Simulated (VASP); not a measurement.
# K4BiP2 (R-3m) in VASP: notebook

Runs on K4BiP2. Level: r2SCAN. Tasks: relaxation of cell and atoms, single point.

All numbers are computed with VASP 6.6.1; they aren't measurements. Logs are shortened: lines on timing, memory, paths and dates and some standing lists are left out, and cuts for length are marked.

### 1 The cell of the first run

Symmetry: R-3m, No. 166, trigonal system. The conventional cell has a = 5.748 Å, b = 5.748 Å, c = 25.851 Å, α = 90.00°, β = 90.00°, γ = 120.00°. Within 2.7 Å of P (site symmetry 3m) lie 1 Bi at 2.04 Å. Within 4.6 Å of K (site symmetry 3m) lie 6 P at 3.44 to 4.58 Å and 3 Bi at 3.50 Å and 7 K at 3.93 to 4.34 Å. K (site symmetry 3m) has 4 P at 3.35 to 3.52 Å and 7 K at 3.93 to 4.34 Å within 4.4 Å. Within 2.7 Å of Bi (site symmetry -3m) lie 2 P at 2.04 Å.

### 2 Relaxation of cell and atoms, r2SCAN

Contents of POSCAR:

```
K4BiP2
1.0
    5.7478880000      0.0000000000      0.0000000000
   -2.8739440000      4.9778170000      0.0000000000
    0.0000000000     -3.3185410000      8.6170280000
P K Bi
2 4 1
Direct
    0.0788500000      0.1577000000      0.2365500000
    0.9211500000      0.8423000000      0.7634500000
    0.3766200000      0.7532400000      0.1298600000
    0.6233800000      0.2467600000      0.8701400000
    0.2086200000      0.4172400000      0.6258600000
    0.7913800000      0.5827600000      0.3741400000
    0.0000000000      0.0000000000      0.0000000000
```

Contents of INCAR.step1:

```
PREC = Accurate ; ENCUT = 550
ISMEAR = -1 ; SIGMA = 0.1
LREAL = False ; LASPH = True
NELM = 120 ; GGA = PE
ALGO = Normal ; EDIFF = 1E-5
LWAVE = True ; LCHARG = False
GGA_COMPAT = False ; IBRION = 2
ISIF = 3 ; EDIFFG = -0.005
NELMIN = 4 ; NSW = 100
KPAR = 4
```

Contents of INCAR.step2:

```
PREC = Accurate ; ENCUT = 550
EDIFF = 1E-7 ; ISMEAR = -1
SIGMA = 0.1 ; LREAL = False
LASPH = True ; NELM = 120
ALGO = Normal ; ISIF = 3
LWAVE = False ; LCHARG = False
METAGGA = R2SCAN ; LMIXTAU = True
IBRION = 2 ; NSW = 60
EDIFFG = -0.03 ; ISTART = 1
GGA_COMPAT = False ; NELMIN = 4
KPAR = 4
```

Contents of KPOINTS:

```
regular mesh
0
Gamma
  6 6 6
```

Potentials or basis: VASP PAW PBE potentials, release 64 (P, K_sv, Bi_d).

Launch:

```console
$ cat potpaw_PBE.64/P/POTCAR potpaw_PBE.64/K_sv/POTCAR potpaw_PBE.64/Bi_d/POTCAR > POTCAR
$ cp INCAR.step1 INCAR
$ mpirun -np 4 vasp_std > vasp.out
$ cp INCAR.step2 INCAR
$ mpirun -np 4 vasp_std > vasp.out
```

OUTCAR:

```text
PREC = Accurate
   ENCUT = 550
   EDIFF = 1E-7
   ISMEAR = -1
   LREAL = False
   LASPH = True
   NELM = 120
   ISIF = 3
   METAGGA = R2SCAN
   IBRION = 2
   NSW = 60
   EDIFFG = -0.03
   ISTART = 1
   NELMIN = 4

 ion  position               nearest neighbor table
   1  0.079  0.158  0.237-   7 2.04   5 3.35
   2  0.921  0.842  0.763-   7 2.04   6 3.35
   3  0.377  0.753  0.130-   7 3.50   7 3.50   7 3.50
   4  0.623  0.247  0.870-   7 3.50   7 3.50   7 3.50
   5  0.209  0.417  0.626-   1 3.35
   6  0.791  0.583  0.374-   2 3.35
   7  0.000  0.000  0.000-   1 2.04   2 2.04   4 3.50   3 3.50   4 3.50   3 3.50   4 3.50   3 3.50

  LATTYP: Found a trigonal (rhomboedric) cell.
 ALAT       =     9.2339528871
 COS(alpha) =     0.8062636144

  Lattice vectors:

 A1 = (   0.0000000000,  -3.3185410000,   8.6170280000)
 A2 = (   2.8739440000,   1.6592760000,   8.6170280000)
 A3 = (  -2.8739440000,   1.6592760000,   8.6170280000)

Analysis of symmetry for initial positions (statically):
=====================================================================
 Subroutine PRICEL returns:
 Original cell was already a primitive cell.

 Routine SETGRP: Setting up the symmetry group for a
 trigonal (rhombohedral) supercell.

 Subroutine GETGRP returns: Found 12 space group operations
 (whereof 12 operations were pure point group operations)
 out of a pool of 12 trial point group operations.

The static configuration has the point symmetry D_3d.

Analysis of symmetry for dynamics (positions and initial velocities):
=====================================================================
 Subroutine PRICEL returns:
 Original cell was already a primitive cell.

 Routine SETGRP: Setting up the symmetry group for a
 trigonal (rhombohedral) supercell.

 Subroutine GETGRP returns: Found 12 space group operations
 (whereof 12 operations were pure point group operations)
 out of a pool of 12 trial point group operations.

The dynamic configuration has the point symmetry D_3d.

 Subroutine INISYM returns: Found 12 space group operations
 (whereof 12 operations are pure point group operations),
 and found     1 'primitive' translations

----------------------------------------------------------------------------------------

                                     Primitive cell

  volume of cell :     246.5498

  direct lattice vectors                    reciprocal lattice vectors
     5.747888000  0.000000000  0.000000000     0.173976946  0.100445637  0.038683055
    -2.873944000  4.977817000  0.000000000     0.000000000  0.200891274  0.077366109
     0.000000000 -3.318541000  8.617028000     0.000000000  0.000000000  0.116049292

  length of vectors
     5.747888000  5.747887977  9.233952887     0.204581726  0.215273823  0.116049292

  position of ions in fractional coordinates (direct lattice)
     0.078850000  0.157700000  0.236550000
     0.921150000  0.842300000  0.763450000
     0.376620000  0.753240000  0.129860000
     0.623380000  0.246760000  0.870140000
     0.208620000  0.417240000  0.625860000
     0.791380000  0.582760000  0.374140000
     0.000000000  0.000000000  0.000000000

  ion indices of the primitive-cell ions
   primitive index   ion index
                 1           1
                 2           2
                 3           3
                 4           4
                 5           5
                 6           6
                 7           7

----------------------------------------------------------------------------------------

 KPOINTS: regular mesh

Automatic generation of k-mesh.
 Grid dimensions read from file:
 generate k-points for:    6    6    6

 Generating k-lattice:

  Cartesian coordinates                     Fractional coordinates (reciprocal lattice)
     0.028996158  0.016740940  0.006447176     0.166666667 -0.000000000  0.000000000
     0.000000000  0.033481879  0.012894352     0.000000000  0.166666667  0.000000000
     0.000000000  0.000000000  0.019341549     0.000000000  0.000000000  0.166666667

  Length of vectors
     0.034096954  0.035878971  0.019341549

  Shift w.r.t. Gamma in fractional coordinates (k-lattice)
     0.000000000  0.000000000  0.000000000

 Subroutine IBZKPT returns following result:
 ===========================================

 Found     32 irreducible k-points:

 Following reciprocal coordinates:
            Coordinates               Weight
  0.000000  0.000000  0.000000      1.000000
  0.166667 -0.000000  0.000000      6.000000
  0.333333  0.000000  0.000000      6.000000
  0.500000  0.000000 -0.000000      3.000000
  0.000000  0.166667 -0.000000      6.000000
  0.166667  0.166667  0.000000     12.000000
[... 16 lines left out ...]
  0.000000  0.333333  0.166667      6.000000
  0.166667  0.333333  0.166667     12.000000
 [... further k-points ...]
   k-points           NKPTS =     32   k-points in BZ     NKDIM =     32   number of bands    NBANDS=     36
   number of dos      NEDOS =    301   number of ions     NIONS =      7
   total plane-waves  NPLWV = 165888
   dimension x,y,z NGX =    48 NGY =   48 NGZ =   72
   dimension x,y,z NGXF=    96 NGYF=   96 NGZF=  144
   ions per type =               2   4   1
   NGX,Y,Z   is equivalent  to a cutoff of  13.88, 13.88, 12.96 a.u.
   NGXF,Y,Z  is equivalent  to a cutoff of  27.77, 27.77, 25.93 a.u.
 SYSTEM =  unknown system
   PREC   = accura    normal or accurate (medium, high low for compatibility)
   ISTART =      1    job   : 0-new  1-cont  2-samecut
   ICHARG =      0    charge: 1-file 2-atom 10-const
   ISPIN  =      1    spin polarized calculation?
   LNONCOLLINEAR =      F non collinear calculations
   LSORBIT =      F    spin-orbit coupling
   LASPH  =      T    aspherical Exc in radial PAW
   ENCUT  =  550.0 eV  40.42 Ry    6.36 a.u.  10.99 10.99 17.66*2*pi/ulx,y,z
   NELM   =    120;   NELMIN=  4; NELMDL=  0     # of ELM steps
   EDIFF  = 0.1E-06   stopping-criterion for ELM
   LREAL  =      F    real-space projection
   EDIFFG = -.3E-01   stopping-criterion for IOM
   NSW    =     60    number of steps for IOM
   IBRION =      2    ionic relax: 0-MD 1-quasi-New 2-CG
   NFREE  =      1    steps in history (QN), initial steepest desc. (CG)
   ISIF   =      3    stress and relaxation
   ISYM   =      2    0-nonsym 1-usesym 2-fastsym
   POTIM  = 0.5000    time-step for ionic-motion
   TEBEG  =    0.0;   TEEND  =   0.0 temperature during run
   PSTRESS=    0.0 pullay stress
   NELECT =      61.0000    total number of electrons
   NUPDOWN=      -1.0000    fix difference up-down
   EMIN   =  10.00;   EMAX   =-10.00  energy-range for DOS
   EFERMI =   0.00;   METHOD = LEGACY
   ISMEAR =    -1;   SIGMA  =   0.10  broadening in eV -4-tet -1-fermi 0-gaus
   EFERMI_NEDOS =   21; number of points for ismear=-14 and -15
   IALGO  =     38    algorithm
   IMIX   =      4    mixing-type and parameters
     AMIX     =   0.40;   BMIX     =  1.00
     AMIX_MAG =   1.60;   BMIX_MAG =  1.00
  volume/ion in A,a.u.               =      35.22       237.69
  Fermi-wavevector in a.u.,A,eV,Ry     =   1.027740  1.942147 14.371143  1.056249
  Thomas-Fermi vector in A             =   2.161700
   LORBIT       =      0    0 simple, 1 ext, 2 COOP (PROOUT), +10 PAW based schemes
   METAGGA = R2SCAN    functional components
   LHFCALC =     F    Hartree Fock is set to
   AEXX    =    0.0000 exact exchange contribution
   IVDW    =     0    specifies the selected vdW correction
   LEPSILON=     F    determine dielectric tensor
   LRPA    =     F    only Hartree local field effects (RPA)
 conjugate gradient relaxation of ions
 non-spin polarized calculation
  energy-cutoff  :      550.00
  volume of cell :      246.55
 maximum number of plane-waves:      7246
 NGX is ok and might be reduce to    48
   NGX = 21   NGY = 21   NGZ = 35

--------------------------------------- Ionic step        1  -------------------------------------------

 number of electron      61.0000004 magnetization

 Free energy of the ion-electron system (eV)
  ---------------------------------------------------
  ext. energy  EPLUGINS =         0.00000000
  ---------------------------------------------------
  free energy    TOTEN  =       -96.39957926 eV

  energy without entropy =      -96.19922662  energy(sigma->0) =      -96.29940294

------------------------ aborting loop because EDIFF is reached ----------------------------------------

  FORCE on cell =-STRESS in cart. coord.  units (eV):
  Direction    XX          YY          ZZ          XY          YZ          ZX
  --------------------------------------------------------------------------------------
  -------------------------------------------------------------------------------------
  Total        0.2358509      0.2358509     51.6553310      0.0000000      0.0000220     -0.0000000
  in kB        1.5326513      1.5326513    335.6765501      0.0000000      0.0001428     -0.0000000
  external PRESSURE =     112.9139509 kB  Pullay stress =       0.0000000 kB
[... 26 lines left out ...]
  energy  without entropy=      -96.1992266209  energy(sigma->0) =      -96.29940294

--------------------------------------- Ionic step        2  -------------------------------------------

 number of electron      61.0000004 magnetization

 E-fermi :  -0.2677     XC(G=0):  -6.9262

 val. band max:       -0.2779529151   @ k =   0.3333   0.3333   0.1667
 cond. band min:      -0.2649924486   @ k =  -0.3333   0.1667  -0.0000
 fundamental gap:      0.0129604665
 Fermi energy:        -0.2677002911

 k-point     1 :       0.0000    0.0000    0.0000
  band No.  band energies     occupation
      1     -32.0378      2.00000
      2     -32.0347      2.00000
      3     -31.8597      2.00000
      4     -31.8555      2.00000
      5     -22.8321      2.00000
      6     -22.8138      2.00000
[... 925 lines left out ...]
     35       3.6836      0.00000
     36       3.9528      0.00000

 [... further k-points ...]
[... 5 lines left out ...]
  --------------------------------------------------------------------------------------
  -------------------------------------------------------------------------------------
  Total       -2.3483546     -2.3483546    -10.0755495      0.0000000     -0.0000046      0.0000000
  in kB      -11.2175908    -11.2175907    -48.1287588      0.0000000     -0.0000222      0.0000000
  external PRESSURE =     -23.5213134 kB  Pullay stress =       0.0000000 kB
[... 63 lines left out ...]
  FREE ENERGIE OF THE ION-ELECTRON SYSTEM (eV)
  ---------------------------------------------------
  free  energy   TOTEN  =      -101.9377074883 eV

  energy  without entropy=     -101.6560318546  energy(sigma->0) =     -101.79686967

[... ionic steps 4 to 13 ...]

--------------------------------------- Ionic step       14  -------------------------------------------

 number of electron      60.9999990 magnetization

------------------------ aborting loop because EDIFF is reached ----------------------------------------

  FORCE on cell =-STRESS in cart. coord.  units (eV):
  Direction    XX          YY          ZZ          XY          YZ          ZX
  --------------------------------------------------------------------------------------
  -------------------------------------------------------------------------------------
  Total        0.0024713      0.0024713     -0.0058943      0.0000000     -0.0000000      0.0000000
  in kB        0.0147876      0.0147876     -0.0352702      0.0000000     -0.0000000      0.0000000
  external PRESSURE =      -0.0018983 kB  Pullay stress =       0.0000000 kB
[... 67 lines left out ...]
  energy  without entropy=     -101.9478229670  energy(sigma->0) =     -102.07633661

--------------------------------------- Ionic step       16  -------------------------------------------

 number of electron      60.9999992 magnetization

 Free energy of the ion-electron system (eV)
  ---------------------------------------------------
  ext. energy  EPLUGINS =         0.00000000
  ---------------------------------------------------
  free energy    TOTEN  =      -102.20548162 eV

  energy without entropy =     -101.94806222  energy(sigma->0) =     -102.07677192

 E-fermi :   1.3608     XC(G=0):  -7.7676

 val. band max:        1.3530489192   @ k =   0.0000   0.3333   0.1667
 cond. band min:       1.3664232021   @ k =  -0.3333   0.0000   0.1667
 fundamental gap:      0.0133742829
 Fermi energy:         1.3608357455

 k-point     1 :       0.0000    0.0000    0.0000
  band No.  band energies     occupation
      1     -30.8003      2.00000
      2     -30.7903      2.00000
      3     -30.7680      2.00000
      4     -30.7603      2.00000
      5     -21.7047      2.00000
      6     -21.6871      2.00000
[... 925 lines left out ...]
     35       4.9475      0.00000
     36       5.4776      0.00000

 [... further k-points ...]
[... 5 lines left out ...]
  --------------------------------------------------------------------------------------
  -------------------------------------------------------------------------------------
  Total        0.1677973      0.1677973     -0.0723496     -0.0000000     -0.0000000      0.0000000
  in kB        1.0123609      1.0123609     -0.4365022     -0.0000000     -0.0000001      0.0000000
  external PRESSURE =       0.5294065 kB  Pullay stress =       0.0000000 kB
[... 22 lines left out ...]
  FREE ENERGIE OF THE ION-ELECTRON SYSTEM (eV)
  ---------------------------------------------------
  free  energy   TOTEN  =      -102.2054816224 eV

  energy  without entropy=     -101.9480622197  energy(sigma->0) =     -102.07677192

 reached required accuracy - stopping structural energy minimisation
```

It took 77 min on 4 MPI ranks of Intel Xeon 6975P-C (Granite Rapids), shared host; peak memory 0.72 GiB.

Results:

```
Free energy                           : -102.2055 eV
Relaxed volume                        : 37.94 Å³/atom
Relaxed cell                          : a = 5.594 Å, b = 5.594 Å, c = 10.317 Å, α = 105.73°, β = 90.00°, γ = 120.00°
Space group after relaxing (to 0.1 Å) : R-3m (No. 166)
Energy gained by relaxing             : 829.4 meV/atom
Ionic steps                           : 16
Pressure after relaxing               : 0.1 GPa
Largest force after relaxing          : 0.005 eV/Å
Band gap on the k mesh                : zero (an odd number of electrons rules out a gap without spin polarisation)
```

Forces in eV/Å, atoms in the order of the input:
```
P    0.000  0.000 -0.002
P    0.000  0.000  0.002
K    0.000  0.000 -0.001
K    0.000  0.000  0.001
K    0.000  0.000  0.005
K    0.000  0.000 -0.005
Bi   0.000  0.000  0.000
```

Stress tensor (GPa, compression positive):
```
 0.10  0.00  0.00
 0.00  0.10  0.00
 0.00  0.00 -0.04
```

Step by step:
```
step  energy change (eV)  largest force (eV/Å)  pressure (GPa)  volume (Å³)
   1              0.0000               12.6382           11.29       246.55
   2             -3.6890                1.0689           -2.35       335.41
   3             -5.5381                0.4263           -0.95       287.25
   4             -5.5543                0.4267           -0.82       285.77
   5             -5.5684                0.4277           -0.48       282.46
   6             -5.5681                0.4275           -0.56       283.17
   7             -5.5995                0.4282           -0.36       278.62
   8             -5.6475                0.4263            0.35       265.30
   9             -5.6825                0.3740            0.26       266.00
  10             -5.7591                0.2184            0.01       268.08
  11             -5.7915                0.0628           -0.35       272.29
  12             -5.7976                0.0312           -0.27       271.14
  13             -5.7952                0.2628            0.35       263.68
  14             -5.8024                0.1192            0.00       267.75
  15             -5.8053                0.0509            0.03       266.50
  16             -5.8059                0.0047            0.05       265.56
```

Final structure:
```yaml
crystal:
  lattice:
    - [5.59413, 0.00000, 0.00000]
    - [-2.79706, 4.84466, 0.00000]
    - [0.00000, -3.22977, 9.79861]
  atoms:
    - { symbol: P, position: [0.09319, 0.18639, 0.27958] }
    - { symbol: P, position: [0.90681, 0.81361, 0.72042] }
    - { symbol: K, position: [0.39241, 0.78482, 0.17722] }
    - { symbol: K, position: [0.60759, 0.21518, 0.82278] }
    - { symbol: K, position: [0.20686, 0.41372, 0.62058] }
    - { symbol: K, position: [0.79314, 0.58628, 0.37942] }
    - { symbol: Bi, position: [0.00000, 0.00000, 0.00000] }
```

Caveat: the PAW data sets were made with another functional, which shifts forces and pressure a little; spin-orbit coupling is left out, which moves the levels of the heavy elements.

[end of part 1 of 2]
